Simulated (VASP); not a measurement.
Here is a VASP 6.6.1 calculation.

Contents of INCAR:

```
ALGO     = Fast           # electronic algorithm
EDIFF    = 1E-6           # SCF threshold, eV
ENCUT    = 520            # plane-wave cutoff, eV
GGA      = CA             # functional
ISIF     = 2              # what is computed and relaxed
ISMEAR   = 0              # smearing method
LASPH    = T              # aspherical terms in the spheres
LCHARG   = F              # write CHGCAR
LREAL    = F              # projectors in reciprocal space
LWAVE    = F              # write WAVECAR
NBANDS   = 11             # bands
NELM     = 80             # most SCF steps
PREC     = Accurate       # precision mode
SIGMA    = 0.15           # smearing width, eV
```

The input KPOINTS:

```
k-points
0
Gamma
  22 22 22
```

File POSCAR:

```
Pt
1.0
    0.0000000000      2.0494410827      1.8971676103
    2.0494410827      0.0000000000      1.8971676103
    2.0494410827      2.0494410827      0.0000000000
Pt
1
Direct
    0.0000000000      0.0000000000      0.0000000000
```

Potentials or basis: VASP PAW LDA potentials, release 64 (Pt).

Launch:

```bash
$ cat potpaw_LDA.64/Pt/POTCAR > POTCAR
$ mpirun -np 1 vasp_std > vasp.out
```

Question: What does it give for the band gap on the k mesh?

Answer: Zero (band 5 reaches 10.79 eV, above the bottom of band 6 at 8.46 eV).

Question: Estimate the pressure.

Answer: -18.2 GPa.

Stress tensor (GPa, compression positive):
```
-19.64   0.00   0.00
  0.00 -19.64   0.00
  0.00   0.00 -15.18
```

Caveat: spin-orbit coupling is left out, which moves the levels of the heavy elements.
